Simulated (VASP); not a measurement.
The system is KZnF3.

```
CELL_PARAMETERS angstrom
4.12756 0.00000 0.00000
0.00000 4.12756 0.00000
0.00000 0.00000 4.12756
ATOMIC_POSITIONS crystal
K 0.00000 0.00000 0.00000
Zn 0.50000 0.50000 0.50000
F 0.50000 0.50000 0.00000
F 0.00000 0.50000 0.50000
F 0.50000 0.00000 0.50000
```

| Item | Value |
| --- | --- |
| Program | VASP 6.6.1 |
| Task | relaxation of cell and atoms |
| Functional | PBEsol |
| Potentials or basis | VASP PAW PBE potentials, release 64 (K_sv, Zn, F) |
| Cutoff | 600 eV |
| k mesh | 6 × 6 × 6 |
| Occupations | fermi-dirac, width 0.02 eV |
| Spin | no spin polarisation |

At the start: pressure -3.6 GPa; volume 14.06 Å³/atom.

Problem. How do energy, volume and symmetry change on relaxing?

Solution. Over 3 steps the energy falls by 8.7 meV/atom and the volume is 13.35 Å³/atom (-5.1 %); space group Pm-3m (No. 221, to 0.05 Å).

Step by step:
```csv
step,energy change (eV),largest force (eV/Å),pressure (GPa),volume (Å³)
1,0.0000,0.0000,-3.63,70.32
2,-0.0429,0.0000,-0.49,67.13
3,-0.0435,0.0000,0.02,66.73
```

Final structure:
```xyz
5
Lattice="4.0561 0.0000 0.0000 0.0000 4.0561 0.0000 0.0000 0.0000 4.0561" Properties=species:S:1:pos:R:3 pbc="T T T"
K     0.0000    0.0000    0.0000
Zn    2.0280    2.0280    2.0280
F     2.0280    2.0280    0.0000
F     0.0000    2.0280    2.0280
F     2.0280    0.0000    2.0280
```

Caveat: the PAW data sets were made with another functional, which shifts forces and pressure a little.
